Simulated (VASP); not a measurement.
Input of a VASP 6.6.1 run:

Contents of INCAR:

```
ALGO = Normal
EDIFF = 1E-6
ENCUT = 520
GGA = CA
ISIF = 2
ISMEAR = 0
LASPH = True
LCHARG = False
LREAL = False
LWAVE = False
NBANDS = 12
NELM = 80
PREC = Accurate
SIGMA = 0.05
```

KPOINTS

```
k-points
0
Gamma
  10 10 10
```

File POSCAR:

```
LiF
1.0
    0.0000000000      2.0140000000      2.0643500000
    2.0140000000      0.0000000000      2.0643500000
    2.0140000000      2.0140000000      0.0000000000
Li F
1 1
Direct
    0.0000000000      0.0000000000      0.0000000000
    0.5000000000      0.5000000000      0.5000000000
```

Potentials or basis: VASP PAW LDA potentials, release 64 (Li_sv, F).

Command:

```bash
$ cat potpaw_LDA.64/Li_sv/POTCAR potpaw_LDA.64/F/POTCAR > POTCAR
$ mpirun -np 1 vasp_std > vasp.out
```

Question: Predict the band gap on the k mesh.

Answer: 8.58 eV, direct.

Caveat: the cell differs from its parent crystal (strain +0.000 along x and y, +0.025 along z). A k mesh can miss the band edges.
